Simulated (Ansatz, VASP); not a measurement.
**Sb: VASP beside Ansatz**

Contents of POSCAR:

```
Sb
1.0
    3.1600000000      0.0000000000      0.0000000000
    0.0000000000      3.1600000000      0.0000000000
    0.0000000000      0.0000000000      3.0020000000
Sb
1
Direct
    0.0000000000      0.0000000000      0.0000000000
```

The input INCAR.step1:

```
SYSTEM = Sb
PREC = Accurate ; ENCUT = 520
ISMEAR = 0 ; SIGMA = 0.15
LREAL = .False. ; LASPH = .True.
NELM = 60 ; NBANDS = 8
GGA = PE ; ALGO = Normal
EDIFF = 1E-4 ; LWAVE = .True.
LCHARG = .False.
```

File INCAR.step2:

```
SYSTEM = Sb
PREC = Accurate ; ENCUT = 520
EDIFF = 1E-6 ; ISMEAR = 0
SIGMA = 0.15 ; LREAL = .False.
LASPH = .True. ; NELM = 60
ALGO = Normal ; ISIF = 2
LWAVE = .False. ; LCHARG = .False.
METAGGA = R2SCAN ; LMIXTAU = .True.
NBANDS = 8 ; ISTART = 1
```

File KPOINTS:

```
Automatic mesh
0
Gamma
  16 16 16
  0 0 0
```

Input for Ansatz:

```yaml
crystal:
  lattice:
    - [3.16, 0.0, 0.0]
    - [0.0, 3.16, 0.0]
    - [0.0, 0.0, 3.002]
  atoms:
    - { symbol: Sb, position: [0.0, 0.0, 0.0] }
basis:
  ecutwfc: 500
kpoints:
  mp_grid: { grid: [16, 16, 16] }
hamiltonian:
  xc: r2scan
scf:
  occupations: { method: gaussian, width: 0.15 }
output:
  forces: true
  stress: true
  eigenvalues: true
```

Change from the starting cell: strain +0.000 along x and y, -0.050 along z, atoms carried along.

Alike in both runs: task single point; functional r2SCAN; k mesh 16 × 16 × 16; occupations gaussian, width 0.15 eV; no spin polarisation.

|  | VASP | Ansatz |
| --- | --- | --- |
| version | VASP 6.6.1 | Ansatz 0.2.0 |
| potentials or method | VASP PAW PBE potentials, release 64 (Sb), cutoff 520 eV | scalar-relativistic, plane waves, PAW |
| valence electrons in the cell | 5 | 15 |

|  | VASP | Ansatz | Ansatz less VASP |
| --- | --- | --- | --- |
| gap on the k mesh at the Fermi level (eV) | none | none | - |
| pressure (GPa) | -0.8 | -0.9 | -0.02 |
| traceless stress, the component that is largest in VASP (GPa) | 3.59 | 3.56 | -0.034 |

VASP's potentials were made for PBE, not for r2SCAN. A gap of «none» marks a metal or a gap that the smearing closes. VASP's potentials hold 5 valence electrons a cell and Ansatz's 15, so a difference there can come from the potentials and not from the codes.

Neither program's run includes spin-orbit coupling.
